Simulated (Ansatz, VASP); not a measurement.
ZnS in VASP and in Ansatz

Contents of POSCAR:

```
ZnS
1.0
    0.0000000000      2.6764758336      2.6764758336
    2.6764758336      0.0000000000      2.6764758336
    2.6764758336      2.6764758336      0.0000000000
Zn S
1 1
Direct
    0.0000000000      0.0000000000      0.0000000000
    0.7500000000      0.7500000000      0.7500000000
```

The input INCAR.step1:

```
PREC = Accurate
ENCUT = 520
ISMEAR = 0
SIGMA = 0.05
LREAL = False
LASPH = True
NELM = 60
NBANDS = 16
GGA = PE
ALGO = Normal
EDIFF = 1E-4
LWAVE = True
LCHARG = False
```

File INCAR.step2:

```
PREC = Accurate
ENCUT = 520
EDIFF = 1E-7
ISMEAR = 0
SIGMA = 0.05
LREAL = False
LASPH = True
NELM = 60
ALGO = Normal
ISIF = 2
LWAVE = False
LCHARG = False
METAGGA = R2SCAN
LMIXTAU = True
NBANDS = 16
ISTART = 1
```

The input KPOINTS:

```
regular mesh
0
Gamma
  8 8 8
```

Input for Ansatz:

```yaml
crystal:
  lattice:
    - [0.0, 2.6764758336, 2.6764758336]
    - [2.6764758336, 0.0, 2.6764758336]
    - [2.6764758336, 2.6764758336, 0.0]
  atoms:
    - { symbol: Zn, position: [0.0, 0.0, 0.0] }
    - { symbol: S, position: [0.75, 0.75, 0.75] }
basis:
  ecutwfc: 500
  ecutrho_ratio: 4
kpoints:
  mp_grid: { grid: [8, 8, 8] }
hamiltonian:
  xc: r2scan
scf:
  occupations: { method: gaussian, width: 0.05 }
output:
  forces: true
  stress: true
  eigenvalues: true
```

Alike in both runs: task single point; functional r2SCAN; k mesh 8 × 8 × 8; occupations gaussian, width 0.05 eV; no spin polarisation.

|  | VASP | Ansatz |
| --- | --- | --- |
| version | VASP 6.6.1 | Ansatz 0.2.0 |
| potentials or method | VASP PAW PBE potentials, release 64 (Zn, S), cutoff 520 eV | scalar-relativistic, plane waves, PAW |
| valence electrons in the cell | 18 | 18 |

VASP gave:

* gap on the k mesh at the Fermi level (eV): 2.81
* least direct gap on the mesh (eV): 2.81
* pressure (GPa): 1.7

Q: Estimate Ansatz's values.

A: gap on the k mesh at the Fermi level (eV): 2.80; least direct gap on the mesh (eV): 2.80; pressure (GPa): 1.7.

VASP's potentials were made for PBE, not for r2SCAN. With one functional, cell and mesh, what is left measures potentials, basis and numerics.
